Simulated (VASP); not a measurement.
A run of VASP 6.6.1:

The input INCAR:

```
  PREC = Accurate
  ENCUT = 520
  EDIFF = 1E-7
  ISMEAR = -1
  SIGMA = 0.08
  LREAL = False
  LASPH = True
  NELM = 60
  ALGO = Normal
  ISIF = 2
  LWAVE = False
  LCHARG = True
  LELF = True
  LVHAR = True
  NBANDS = 8
```

Contents of KPOINTS:

```
Automatic mesh
0
Gamma
  15 15 15
```

The input POSCAR:

```
As
1.0
    2.0479359594      0.0000000000      0.0000000000
    0.0000000000      2.0479359594      0.0000000000
    0.0000000000      0.0000000000      2.0479359594
As
1
Direct
    0.0000000000      0.0000000000      0.0000000000
```

Potentials or basis: VASP PAW LDA potentials, release 64 (As).

Command:

```console
$ cat potpaw_LDA.64/As/POTCAR > POTCAR
$ mpirun -np 1 vasp_std > vasp.out
```

Hardware: 1 thread of Intel(R) Xeon(R) 6975P-C (Granite Rapids) (shared host).

Question: How long does it take, and how much memory?

Answer: Wall time 2.1 s on 1 thread of Intel(R) Xeon(R) 6975P-C (Granite Rapids) (shared host), peak memory 0.11 GiB. Counts: scf iterations 11, k points 120.
